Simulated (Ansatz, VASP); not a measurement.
**Two plane-wave programs on Te2Mo**

```
Te Mo
1.0
     3.68861    0.00000    0.00000
    -1.84431    3.19443    0.00000
     0.00000    0.00000   18.41884
Te Mo
2 1
Direct
  0.33333 0.66667 0.88038
  0.33333 0.66667 0.11962
  0.00000 0.00000 0.00000
```

Alike in both runs: task single point; functional PBEsol; k mesh 9 × 9 × 2; occupations gaussian, width 0.02 eV; no spin polarisation.

|  | VASP | Ansatz |
| --- | --- | --- |
| version | VASP 6.6.1 | Ansatz 0.2.0 |
| potentials or method | VASP PAW PBE potentials, release 64 (Te, Mo_sv), cutoff 520 eV | scalar-relativistic, plane waves, PAW |
| valence electrons in the cell | 26 | 46 |

|  | VASP | Ansatz | Ansatz less VASP |
| --- | --- | --- | --- |
| gap on the k mesh at the Fermi level (eV) | 0.54 | 0.54 | 0.000 |
| least direct gap on the mesh (eV) | 0.79 | 0.79 | 0.000 |
| rms of the force components (eV/Å) | 1.605 | 1.609 | +0.0034 |

VASP's potentials were made for PBE, not for PBEsol. Atom by atom the forces differ by 0.003 eV/Å (rms over components). VASP's potentials hold 26 valence electrons a cell and Ansatz's 46, so a difference there can come from the potentials and not from the codes.

Spin-orbit coupling is off throughout.
